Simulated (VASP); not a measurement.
KI: single point with r2SCAN

The system is KI.

```
K I
1.0
     0.00000    3.54428    3.54428
     3.54428    0.00000    3.54428
     3.54428    3.54428    0.00000
K I
1 1
Cartesian
  0.0000 0.0000 0.0000
  3.5443 3.5443 3.5443
```

```
Program             : VASP 6.6.1
Task                : single point
Functional          : r2SCAN
Potentials or basis : VASP PAW PBE potentials, release 64 (K_sv, I)
Cutoff              : 520 eV
k mesh              : 6 × 6 × 6
Occupations         : gaussian, width 0.01 eV
Spin                : no spin polarisation
```

- Pressure: 0.0 GPa
- Band gap on the k mesh: 4.58 eV, direct

Levels at points of the mesh, in eV from the valence-band top:
```csv
k point,band 6,band 7,band 8,band 9,band 10,band 11
"(0.00, 0.00, 0.00)",0.00,0.00,0.00,4.58,7.05,7.05
"(0.50, 0.00, 0.00)",-1.30,-0.33,-0.33,6.01,8.31,8.75
"(0.50, 0.50, 0.00)",-1.00,-0.37,-0.37,5.39,6.47,8.83
```

It took 78 s on 1 thread of Intel(R) Xeon(R) Platinum 8488C (Sapphire Rapids) (shared host), peak memory 0.26 GiB.

Caveat: the PAW data sets were made with another functional, which shifts forces and pressure a little; spin-orbit coupling is left out, which moves the levels of the heavy elements. r2SCAN opens gaps a little over a GGA but as a rule still falls short of measured ones.
